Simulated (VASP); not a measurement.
# Sr (Fm-3m) in VASP: notebook, part 2 of 2

VASP 6.6.1. The steps go on from the part before.

### Step 5. Single point, PBE (volume scaled by 0.76)

Input file INCAR:

```
SYSTEM = Sr
ALGO = Normal
EDIFF = 1E-7
ENCUT = 520
GGA = PE
ISIF = 2
ISMEAR = -1
LASPH = .True.
LCHARG = .False.
LREAL = .False.
LWAVE = .False.
NBANDS = 11
NELM = 100
PREC = Accurate
SIGMA = 0.08
```

Input file KPOINTS:

```
k-points
0
Gamma
  12 12 12
  0 0 0
```

Input file POSCAR:

```
Sr
1.0
    0.0000000000      2.7552055670      2.7552055670
    2.7552055670      0.0000000000      2.7552055670
    2.7552055670      2.7552055670      0.0000000000
Sr
1
Direct
    0.0000000000      0.0000000000      0.0000000000
```

Potentials or basis: VASP PAW PBE potentials, release 64 (Sr_sv).

Command:

```
$ cat potpaw_PBE.64/Sr_sv/POTCAR > POTCAR
$ mpirun -np 1 vasp_std > vasp.out
```

OUTCAR:

```text
SYSTEM = Sr
   EDIFF = 1E-7
   ENCUT = 520
   GGA = PE
   ISIF = 2
   ISMEAR = -1
   LASPH = .True.
   LREAL = .False.
   NELM = 100
   PREC = Accurate

 ion  position               nearest neighbor table
   1  0.000  0.000  0.000-

  LATTYP: Found a face centered cubic cell.
 ALAT       =     5.5104111340

  Lattice vectors:

 A1 = (   0.0000000000,   2.7552055670,   2.7552055670)
 A2 = (   2.7552055670,   0.0000000000,   2.7552055670)
 A3 = (   2.7552055670,   2.7552055670,   0.0000000000)

Analysis of symmetry for initial positions (statically):
=====================================================================
 Subroutine PRICEL returns:
 Original cell was already a primitive cell.

 Routine SETGRP: Setting up the symmetry group for a
 face centered cubic supercell.

 Subroutine GETGRP returns: Found 48 space group operations
 (whereof 48 operations were pure point group operations)
 out of a pool of 48 trial point group operations.

The static configuration has the point symmetry O_h .

Analysis of symmetry for dynamics (positions and initial velocities):
=====================================================================
 Subroutine PRICEL returns:
 Original cell was already a primitive cell.

 Routine SETGRP: Setting up the symmetry group for a
 face centered cubic supercell.

 Subroutine GETGRP returns: Found 48 space group operations
 (whereof 48 operations were pure point group operations)
 out of a pool of 48 trial point group operations.

The dynamic configuration has the point symmetry O_h .

 Subroutine INISYM returns: Found 48 space group operations
 (whereof 48 operations are pure point group operations),
 and found     1 'primitive' translations

----------------------------------------------------------------------------------------

                                     Primitive cell

  volume of cell :      41.8304

  direct lattice vectors                    reciprocal lattice vectors
     0.000000000  2.755205567  2.755205567    -0.181474662  0.181474662  0.181474662
     2.755205567  0.000000000  2.755205567     0.181474662 -0.181474662  0.181474662
     2.755205567  2.755205567  0.000000000     0.181474662  0.181474662 -0.181474662

  length of vectors
     3.896449080  3.896449080  3.896449080     0.314323335  0.314323335  0.314323335

  position of ions in fractional coordinates (direct lattice)
     0.000000000  0.000000000  0.000000000

  ion indices of the primitive-cell ions
   primitive index   ion index
                 1           1

----------------------------------------------------------------------------------------

 KPOINTS: k-points

Automatic generation of k-mesh.
 Grid dimensions read from file:
 generate k-points for:   12   12   12

 Generating k-lattice:

  Cartesian coordinates                     Fractional coordinates (reciprocal lattice)
    -0.015122889  0.015122889  0.015122889     0.083333333  0.000000000  0.000000000
     0.015122889 -0.015122889  0.015122889     0.000000000  0.083333333  0.000000000
     0.015122889  0.015122889 -0.015122889     0.000000000  0.000000000  0.083333333

  Length of vectors
     0.026193611  0.026193611  0.026193611

  Shift w.r.t. Gamma in fractional coordinates (k-lattice)
     0.000000000  0.000000000  0.000000000

 Subroutine IBZKPT returns following result:
 ===========================================

 Found     72 irreducible k-points:

 Following reciprocal coordinates:
            Coordinates               Weight
  0.000000  0.000000  0.000000      1.000000
  0.083333  0.000000  0.000000      8.000000
  0.166667  0.000000  0.000000      8.000000
  0.250000  0.000000  0.000000      8.000000
  0.333333  0.000000  0.000000      8.000000
  0.416667  0.000000  0.000000      8.000000
[... 16 lines left out ...]
  0.500000  0.166667  0.000000     24.000000
 -0.416667  0.166667  0.000000     24.000000
 [... further k-points ...]
   k-points           NKPTS =     72   k-points in BZ     NKDIM =     72   number of bands    NBANDS=     11
   number of dos      NEDOS =    301   number of ions     NIONS =      1
   total plane-waves  NPLWV =  27000
   dimension x,y,z NGX =    30 NGY =   30 NGZ =   30
   dimension x,y,z NGXF=    60 NGYF=   60 NGZF=   60
   ions per type =               1
   NGX,Y,Z   is equivalent  to a cutoff of  12.80, 12.80, 12.80 a.u.
   NGXF,Y,Z  is equivalent  to a cutoff of  25.60, 25.60, 25.60 a.u.
 SYSTEM =  Sr
   PREC   = accura    normal or accurate (medium, high low for compatibility)
   ISTART =      0    job   : 0-new  1-cont  2-samecut
   ICHARG =      2    charge: 1-file 2-atom 10-const
   ISPIN  =      1    spin polarized calculation?
   LNONCOLLINEAR =      F non collinear calculations
   LSORBIT =      F    spin-orbit coupling
   LASPH  =      T    aspherical Exc in radial PAW
   ENCUT  =  520.0 eV  38.22 Ry    6.18 a.u.   7.24  7.24  7.24*2*pi/ulx,y,z
   NELM   =    100;   NELMIN=  2; NELMDL= -5     # of ELM steps
   EDIFF  = 0.1E-06   stopping-criterion for ELM
   LREAL  =      F    real-space projection
   EDIFFG = 0.1E-05   stopping-criterion for IOM
   NSW    =      0    number of steps for IOM
   IBRION =     -1    ionic relax: 0-MD 1-quasi-New 2-CG
   NFREE  =      0    steps in history (QN), initial steepest desc. (CG)
   ISIF   =      2    stress and relaxation
   ISYM   =      2    0-nonsym 1-usesym 2-fastsym
   POTIM  = 0.5000    time-step for ionic-motion
   TEBEG  =    0.0;   TEEND  =   0.0 temperature during run
   PSTRESS=    0.0 pullay stress
   NELECT =      10.0000    total number of electrons
   NUPDOWN=      -1.0000    fix difference up-down
   EMIN   =  10.00;   EMAX   =-10.00  energy-range for DOS
   EFERMI =   0.00;   METHOD = LEGACY
   ISMEAR =    -1;   SIGMA  =   0.08  broadening in eV -4-tet -1-fermi 0-gaus
   EFERMI_NEDOS =   21; number of points for ismear=-14 and -15
   IALGO  =     38    algorithm
   IMIX   =      4    mixing-type and parameters
     AMIX     =   0.40;   BMIX     =  1.00
     AMIX_MAG =   1.60;   BMIX_MAG =  1.00
  volume/ion in A,a.u.               =      41.83       282.29
  Fermi-wavevector in a.u.,A,eV,Ry     =   1.016040  1.920037 14.045803  1.032337
  Thomas-Fermi vector in A             =   2.149361
   LORBIT       =      0    0 simple, 1 ext, 2 COOP (PROOUT), +10 PAW based schemes
   GGA     = PE    functional components
   LHFCALC =     F    Hartree Fock is set to
   AEXX    =    0.0000 exact exchange contribution
   IVDW    =     0    specifies the selected vdW correction
   LEPSILON=     F    determine dielectric tensor
   LRPA    =     F    only Hartree local field effects (RPA)
 non-spin polarized calculation
  energy-cutoff  :      520.00
  volume of cell :       41.83
 maximum number of plane-waves:      1158
 NGX is ok and might be reduce to    30
   NGX = 15   NGY = 15   NGZ = 15

 number of electron      10.0000000 magnetization

 Free energy of the ion-electron system (eV)
  ---------------------------------------------------
  ext. energy  EPLUGINS =         0.00000000
  ---------------------------------------------------
  free energy    TOTEN  =        -1.48094279 eV

  energy without entropy =       -1.45869036  energy(sigma->0) =       -1.46981658

 E-fermi :   2.6438     XC(G=0):  -8.2314

 val. band max:        2.6045446299   @ k =  -0.3333   0.3333   0.0833
 cond. band min:       2.6602578214   @ k =  -0.3333   0.3333   0.1667
 fundamental gap:      0.0557131915
 Fermi energy:         2.6437557506

 k-point     1 :       0.0000    0.0000    0.0000
  band No.  band energies     occupation
      1     -33.5047      2.00000
      2     -15.2977      2.00000
      3     -15.2977      2.00000
      4     -15.2977      2.00000
      5      -1.3962      2.00000
      6       5.2544      0.00000
      7       5.2544      0.00000
      8       5.2544      0.00000
      9       7.2157      0.00000
     10       7.2157      0.00000
     11      10.6190      0.00000

 k-point     2 :       0.0833    0.0000    0.0000
  band No.  band energies     occupation
      1     -33.5015      2.00000
      2     -15.3331      2.00000
      3     -15.3020      2.00000
      4     -15.3020      2.00000
      5      -1.2479      2.00000
      6       5.0320      0.00000
      7       5.3257      0.00000
      8       5.3257      0.00000
      9       7.1111      0.00000
     10       7.1111      0.00000
     11      11.0042      0.00000
[... 295 lines left out ...]
 k-point    24 :      -0.4167    0.1667    0.0000
  band No.  band energies     occupation
      1     -33.4510      2.00000
      2     -15.7491      2.00000
      3     -15.4530      2.00000
      4     -15.3797      2.00000
      5       1.8413      1.99991
      6       2.9974      0.02376
      7       4.3623      0.00000
      8       5.4784      0.00000
      9       8.2051      0.00000
     10       8.7837      0.00000
     11       9.8320      0.00000

 [... further k-points ...]
[... 5 lines left out ...]
  --------------------------------------------------------------------------------------
  -------------------------------------------------------------------------------------
  Total        1.3061248      1.3061248      1.3061248      0.0000000     -0.0000000      0.0000000
  in kB       50.0268602     50.0268602     50.0268602      0.0000000     -0.0000000      0.0000000
  external PRESSURE =      50.0268602 kB  Pullay stress =       0.0000000 kB

 VOLUME and BASIS-vectors are now :
 -----------------------------------------------------------------------------
  energy-cutoff  :      520.00
  volume of cell :       41.83
      direct lattice vectors                 reciprocal lattice vectors
     0.000000000  2.755205567  2.755205567    -0.181474662  0.181474662  0.181474662
     2.755205567  0.000000000  2.755205567     0.181474662 -0.181474662  0.181474662
     2.755205567  2.755205567  0.000000000     0.181474662  0.181474662 -0.181474662

 POSITION                                       TOTAL-FORCE (eV/Angst)
 -----------------------------------------------------------------------------------
      0.00000      0.00000      0.00000        -0.000000     -0.000000      0.000000
 -----------------------------------------------------------------------------------
    total drift:                               -0.000000     -0.000000      0.000000

  FREE ENERGIE OF THE ION-ELECTRON SYSTEM (eV)
  ---------------------------------------------------
  free  energy   TOTEN  =        -1.4809427896 eV

  energy  without entropy=       -1.4586903630  energy(sigma->0) =       -1.46981658
```

Wall time 16 s (1 thread of Intel Xeon 6975P-C (Granite Rapids), shared host); peak memory 0.18 GiB.

Results:

- Free energy: -1.4809 eV
- Pressure: 5.0 GPa

Levels at points of the mesh, in eV from the Fermi level:
```csv
k point,band 2,band 3,band 4,band 5,band 6,band 7,band 8,band 9
"(0.00, 0.00, 0.00)",-17.94,-17.94,-17.94,-4.04,2.61,2.61,2.61,4.57
"(0.50, 0.00, 0.00)",-18.44,-18.01,-18.01,-1.29,0.56,2.39,2.39,5.99
"(0.50, 0.50, 0.00)",-18.41,-18.12,-18.12,-1.03,0.04,1.85,6.01,6.42
```
